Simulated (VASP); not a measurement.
Input of a VASP 6.6.1 run:

The input INCAR:

```
PREC = Accurate
ENCUT = 600
EDIFF = 1E-6
ISMEAR = 0
SIGMA = 0.1
LREAL = False
LASPH = True
NELM = 60
ALGO = Normal
ISIF = 3
LWAVE = False
LCHARG = False
GGA = PE
IBRION = 2
NSW = 100
EDIFFG = -0.01
```

File KPOINTS:

```
regular mesh
0
Gamma
  12 12 8
```

POSCAR

```
CdS5
1.0
    5.5020784075      0.0000000000      0.0000000000
   -2.7510392037      4.7649396745      0.0000000000
    0.0000000000      0.0000000000      5.0204464620
Cd S
1 5
Direct
    0.0000000000      0.0000000000      0.5000000000
    0.3333333333      0.6666666667      0.3075519260
    0.3333333333      0.6666666667      0.6924480740
    0.6666666667      0.3333333333      0.6924480740
    0.6666666667      0.3333333333      0.3075519260
    0.0000000000      0.0000000000      0.0000000000
```

Potentials or basis: VASP PAW PBE potentials, release 64 (Cd, S).

The run is started by

```console
$ cat potpaw_PBE.64/Cd/POTCAR potpaw_PBE.64/S/POTCAR > POTCAR
$ mpirun -np 1 vasp_std > vasp.out
```

Problem. Estimate the band gap on the k mesh.

Solution. Zero (band 21 reaches 3.97 eV, above the bottom of band 22 at 3.01 eV).

Problem. What does it give for the space group after relaxing (to 0.05 Å)?

Solution. P6/mmm (No. 191).

Problem. What does it give for the relaxed volume?

Solution. 21.90 Å³/atom.

The path:
| step | energy change (eV) | largest force (eV/Å) | pressure (GPa) | volume (Å³) |
| --- | --- | --- | --- | --- |
| 1 | 0.0000 | 0.1697 | -0.38 | 131.62 |
| 2 | 0.0107 | 0.5475 | 1.06 | 130.63 |
| 3 | -0.0013 | 0.0018 | -0.03 | 131.37 |
